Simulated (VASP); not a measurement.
The system is Ni.

```
Ni
1.0
     0.00000    1.70210    1.70210
     1.70210    0.00000    1.70210
     1.70210    1.70210    0.00000
Ni
1
Direct
  0.00000 0.00000 0.00000
```

This cell differs from its parent crystal: volume scaled by 0.94.

Program: VASP 6.6.1. Alike in all runs: task single point; spin collinear, ferromagnetic start; cell as given; k mesh 13 × 13 × 13; cutoff (eV) 520; smearing fermi-dirac 0.05 eV.

Order these runs on this cell by their pressure, lowest first.
A. level PBEsol; potentials or basis VASP PAW PBE potentials, release 64 (Ni)
B. level r2SCAN; potentials or basis VASP PAW PBE potentials, release 64 (Ni)
C. level LDA; potentials or basis VASP PAW LDA potentials, release 64 (Ni)
D. level PBE; potentials or basis VASP PAW PBE potentials, release 64 (Ni)

C (4.5 GPa), A (13.2 GPa), B (16.1 GPa), D (24.8 GPa).

Caveats: the PAW data sets were made with another functional, which shifts forces and pressure a little (some runs).
